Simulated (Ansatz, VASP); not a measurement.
**One calculation of SiC, two programs**

Contents of INCAR:

```
ALGO = Normal
EDIFF = 1E-7
ENCUT = 520
GGA = PE
ISIF = 2
ISMEAR = -1
LASPH = T
LCHARG = F
LREAL = F
LWAVE = F
NBANDS = 16
NELM = 60
PREC = Accurate
SIGMA = 0.02
```

KPOINTS

```
k-points
0
Gamma
  12 12 6
```

The input POSCAR:

```
SiC
1.0
    3.0753562471      0.0000000000      0.0000000000
   -1.5376781236      2.6633366356      0.0000000000
    0.0000000000      0.0000000000      5.0481080958
Si C
2 2
Direct
    0.3333333333      0.6666666667     -0.0004084052
    0.6666666667      0.3333333333      0.4995915948
    0.3333333333      0.6666666667      0.3754084052
    0.6666666667      0.3333333333      0.8754084052
```

Input for Ansatz:

```yaml
crystal:
  lattice:
    - [3.0753562471, 0.0, 0.0]
    - [-1.5376781236, 2.6633366356, 0.0]
    - [0.0, 0.0, 5.0481080958]
  atoms:
    - { symbol: Si, position: [0.3333333333, 0.6666666667, -0.0004084052] }
    - { symbol: Si, position: [0.6666666667, 0.3333333333, 0.4995915948] }
    - { symbol: C, position: [0.3333333333, 0.6666666667, 0.3754084052] }
    - { symbol: C, position: [0.6666666667, 0.3333333333, 0.8754084052] }
kpoints:
  mp_grid: { grid: [12, 12, 6] }
  band_path:
    path:
      - [[0.0, 0.0, 0.0], [0.5, 1.783249373437e-17, -1.848120268779e-19], [0.3333333333333, 0.3333333333333, -3.696240537517e-19], [0.0, 0.0, 0.0], [1.304221979618e-46, -1.388866641392e-36, 0.5], [0.5, 1.778104646136e-17, 0.5], [0.3333333333333, 0.3333333333333, 0.5], [1.304221979618e-46, -1.388866641392e-36, 0.5]]
      - [[0.5, 1.778104646136e-17, 0.5], [0.5, 1.783249373437e-17, -1.848120268779e-19]]
      - [[0.3333333333333, 0.3333333333333, 0.5], [0.3333333333333, 0.3333333333333, -3.696240537517e-19]]
    npoints: 10
hamiltonian:
  xc: pbe
scf:
  occupations: { method: fermi_dirac, width: 0.02 }
  n_extra_bands: 5
output:
  forces: true
  stress: true
  eigenvalues: true
  write_density: true
  write_potential: true
  elf: true
  volumetric_format: npy
```

Alike in both runs: task single point; functional PBE; k mesh 12 × 12 × 6; occupations fermi-dirac, width 0.02 eV; no spin polarisation.

|  | VASP | Ansatz |
| --- | --- | --- |
| version | VASP 6.6.1 | Ansatz 0.2.0 |
| potentials or method | VASP PAW PBE potentials, release 64 (Si, C) | plane waves, PAW |
| plane-wave cutoff (eV) | 520 | 420 |
| valence electrons in the cell | 16 | 16 |

```tsv
	VASP	Ansatz	Ansatz less VASP
gap on the k mesh at the Fermi level (eV)	2.27	2.28	+0.004
pressure (GPa)	3.5	3.5	+0.05
traceless stress, the component that is largest in VASP (GPa)	-0.12	-0.13	-0.009
```
